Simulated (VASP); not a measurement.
# CS2: relaxation of cell and atoms with LDA

CS2:

```xyz
6
Lattice="3.6458 -2.9943 0.0000 3.6458 2.9943 0.0000 0.0000 0.0000 9.8513" Properties=species:S:1:pos:R:3 pbc="T T T"
S     3.6458    1.9073    8.7368
S     3.6458    1.0871    3.8111
S     3.6458   -1.0871    6.0401
S     3.6458   -1.9073    1.1145
C     3.6458    0.0000    4.9256
C     0.0000    0.0000    0.0000
```

```
Program                : VASP 6.6.1
Task                   : relaxation of cell and atoms
Functional             : LDA
Potentials or basis    : VASP PAW LDA potentials, release 64 (S, C)
Cutoff                 : 600 eV
k mesh                 : 6 × 6 × 3
Occupations            : fermi-dirac, width 0.05 eV
Spin                   : no spin polarisation
Dipole correction      : no
Further INCAR settings : ALGO = Normal; EDIFF = 1e-06; IBRION = 2; EDIFFG = -0.01; NSW = 60; ISIF = 3
```

The relaxed volume is 21.87 Å³/atom, the relaxed cell is a = 3.890 Å, b = 3.890 Å, c = 8.718 Å, α = 90.00°, β = 90.00°, γ = 84.03° and the space group after relaxing (to 0.1 Å) is Cmce (No. 64). The energy gained by relaxing is 82.9 meV/atom and the ionic steps are 43. The pressure after relaxing is 0.0 GPa and the largest force after relaxing is 0.003 eV/Å. The band gap on the k mesh is 2.33 eV.

Forces in eV/Å, atoms in the order of the input:
```
S    0.000  0.003  0.000
S    0.000 -0.003  0.000
S    0.000  0.003  0.000
S    0.000 -0.003  0.000
C    0.000  0.000  0.000
C    0.000  0.000  0.000
```

The path:
| step | energy change (eV) | largest force (eV/Å) | pressure (GPa) | volume (Å³) |
| --- | --- | --- | --- | --- |
| 1 | 0.0000 | 0.5084 | -1.62 | 215.09 |
| 3 | -0.0231 | 0.2344 | -0.49 | 212.26 |
| 5 | -0.0441 | 0.2601 | -0.48 | 208.29 |
| 7 | -0.2500 | 0.4383 | -0.30 | 175.28 |
| 9 | -0.4035 | 1.3069 | 4.57 | 120.65 |
| 11 | -0.4576 | 1.0454 | 2.59 | 130.57 |
| 13 | -0.4839 | 0.2412 | 1.20 | 124.79 |
| 15 | -0.4864 | 0.2975 | 1.22 | 125.87 |
| 17 | -0.4964 | 0.0853 | 0.23 | 130.28 |
| 19 | -0.4966 | 0.0457 | 0.07 | 131.15 |
| 21 | -0.4966 | 0.0279 | 0.00 | 131.32 |
| 23 | -0.4967 | 0.0586 | -0.16 | 130.75 |
| 25 | -0.4968 | 0.0274 | -0.09 | 130.90 |
| 27 | -0.4969 | 0.0196 | -0.01 | 130.25 |
| 29 | -0.4969 | 0.0270 | 0.09 | 130.35 |
| 31 | -0.4970 | 0.0180 | 0.07 | 130.40 |
| 33 | -0.4971 | 0.0078 | -0.02 | 131.01 |
| 35 | -0.4971 | 0.0091 | -0.06 | 131.30 |
| 37 | -0.4972 | 0.0075 | -0.05 | 131.14 |
| 39 | -0.4972 | 0.0180 | 0.00 | 131.16 |
| 41 | -0.4973 | 0.0058 | -0.05 | 131.22 |
| 43 | -0.4973 | 0.0033 | -0.04 | 131.23 |

Final structure:
```xyz
6
Lattice="2.8904 -2.6040 0.0000 2.8904 2.6040 0.0000 0.0000 0.0000 8.7176" Properties=species:S:1:pos:R:3 pbc="T T T"
S     2.8904    1.5391    7.5955
S     2.8904    1.0649    3.2367
S     2.8904   -1.0649    5.4809
S     2.8904   -1.5391    1.1221
C     2.8904    0.0000    4.3588
C     0.0000    0.0000    0.0000
```

Levels at points of the mesh, in eV from the valence-band top:
```
           k point  band 14  band 15  band 16  band 17  band 18  band 19
(0.00, 0.00, 0.00)    -0.98    -0.96    -0.27     2.38     2.58     3.48
(0.50, 0.00, 0.00)    -0.81    -0.36    -0.36     2.90     2.90     3.50
(0.50, 0.50, 0.00)    -1.76    -0.70     0.00     2.33     2.77     4.54
```

It took 24 min on 1 thread of Intel(R) Xeon(R) Platinum 8488C (Sapphire Rapids) (shared host), peak memory 0.35 GiB.

Caveat: the volume moved by over 15 % at a fixed basis, so the end points are rough. A k mesh can miss the band edges.
